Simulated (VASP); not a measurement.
Be2SO3, 6 atoms in the cell. It takes space group P4/mmm (No. 123, tetragonal). The conventional cell has a = 2.459 Å, b = 2.459 Å, c = 8.958 Å, α = 90.00°, β = 90.00°, γ = 90.00°. Be (site symmetry 4mm) has 4 O at 1.74 Å within 2.3 Å. Within 3.2 Å of S (site symmetry 4/mmm) lie 4 S at 2.46 Å and 2 Be at 2.58 Å and 8 O at 3.15 Å. Within 2.3 Å of O (site symmetry 4mm) lie 4 Be at 1.74 Å and 1 O at 1.85 Å. Within 2.5 Å of O (site symmetry 4/mmm) lie 6 O at 1.85 to 2.46 Å. 

```yaml
Program: VASP 6.6.1
Task: single point
Functional: PBE
Potentials_or_basis: VASP PAW PBE potentials, release 64 (Be, S, O)
Cutoff: 520 eV
k_mesh: 6 × 6 × 2
Occupations: gaussian, width 0.1 eV
Spin: no spin polarisation
Dipole_correction: no
Further_INCAR_settings: ALGO = Normal; EDIFF = 1e-06; NBANDS = 23
```

Potentials or basis: VASP PAW PBE potentials, release 64 (Be, S, O).

Run with:

```sh
$ cat potpaw_PBE.64/Be/POTCAR potpaw_PBE.64/S/POTCAR potpaw_PBE.64/O/POTCAR > POTCAR
$ mpirun -np 1 vasp_std > vasp.out
```

Hardware: 1 thread of AMD EPYC 7R43 64-Core Processor (Zen 3) (shared host).

Estimate the wall time of this run.

It took 22 s on 1 thread of AMD EPYC 7R43 64-Core Processor (Zen 3), with other jobs on the host, peak memory 0.13 GiB. Counts: scf iterations 20, k points 20.
